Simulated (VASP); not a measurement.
Set up this calculation in VASP 6.6.1, as the native input.

| Item | Value |
| --- | --- |
| Task | single point |
| Functional | PBEsol |
| Potentials or basis | VASP PAW PBE potentials, release 64 (Na_pv, Cl) |
| Cutoff | 520 eV |
| k mesh | 9 × 9 × 9 |
| Occupations | fermi-dirac, width 0.03 eV |
| Spin | no spin polarisation |
| Dipole correction | no |
| Further INCAR settings | ALGO = Normal; EDIFF = 1e-06; NBANDS = 14 |

The structure of NaCl lies in POSCAR:

```
NaCl
1.0
    2.8600000000     -0.0286000000     -0.0286000000
   -0.0286000000      2.8600000000     -0.0286000000
   -0.0286000000     -0.0286000000      2.8600000000
Na Cl
1 1
Direct
    0.0000000000      0.0000000000      0.0000000000
    0.5000000000      0.5000000000      0.5000000000
```

This cell differs from its parent crystal: equal xy, yz and zx shear strains of -2 %.

These files were run (other wordings do the same):

INCAR

```
SYSTEM = NaCl
PREC = Accurate
ENCUT = 520
EDIFF = 1E-6
ISMEAR = -1
SIGMA = 0.03
LREAL = .FALSE.
LASPH = .TRUE.
NELM = 100
ALGO = Normal
ISIF = 2
LWAVE = .FALSE.
LCHARG = .FALSE.
GGA = PS
NBANDS = 14
```

KPOINTS

```
regular mesh
0
G
  9 9 9
  0 0 0
```

Potentials or basis: VASP PAW PBE potentials, release 64 (Na_pv, Cl).

The run is started by

```bash
$ cat potpaw_PBE.64/Na_pv/POTCAR potpaw_PBE.64/Cl/POTCAR > POTCAR
$ mpirun -np 1 vasp_std > vasp.out
```

Results of the run:

```yaml
Pressure: 60.3 GPa
Band_gap_on_the_k_mesh: 4.55 eV, direct
```

Caveat: the cell differs from its parent crystal (equal xy, yz and zx shear strains of -2 %); the PAW data sets were made with another functional, which shifts forces and pressure a little.

It took 15 s on 1 thread of Intel(R) Xeon(R) Platinum 8259CL CPU @ 2.50GHz (Skylake/Cascade Lake) (shared host), peak memory 0.15 GiB.
